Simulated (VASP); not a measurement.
Os, 1 atom in the cell. Symmetry: Fm-3m, No. 225, cubic system. The conventional cell has a = 3.782 Å, b = 3.782 Å, c = 3.782 Å, α = 90.00°, β = 90.00°, γ = 90.00°. Os (site symmetry m-3m) has 12 Os at 2.67 Å within 3.5 Å. This isn't the form of Os at room conditions, which is hcp.

```yaml
Program: VASP 6.6.1
Task: single point
Functional: r2SCAN
Potentials_or_basis: VASP PAW PBE potentials, release 64 (Os)
Cutoff: 520 eV
k_mesh: 16 × 16 × 16
Occupations: fermi-dirac, width 0.1 eV
Spin: no spin polarisation
Dipole_correction: no
Further_INCAR_settings: ALGO = Normal; EDIFF = 1e-06; NBANDS = 10
```

Potentials or basis: VASP PAW PBE potentials, release 64 (Os).

Launch:

```sh
$ cat potpaw_PBE.64/Os/POTCAR > POTCAR
$ cp INCAR.step1 INCAR
$ mpirun -np 1 vasp_std > vasp.out
$ cp INCAR.step2 INCAR
$ mpirun -np 1 vasp_std > vasp.out
```

Hardware: 1 thread of Intel(R) Xeon(R) 6975P-C (Granite Rapids), on a shared host.

Q: Estimate the wall time of this run.

A: Wall time 30 s on 1 thread of Intel(R) Xeon(R) 6975P-C (Granite Rapids), on a shared host, peak memory 0.14 GiB. Counts: k points 145.
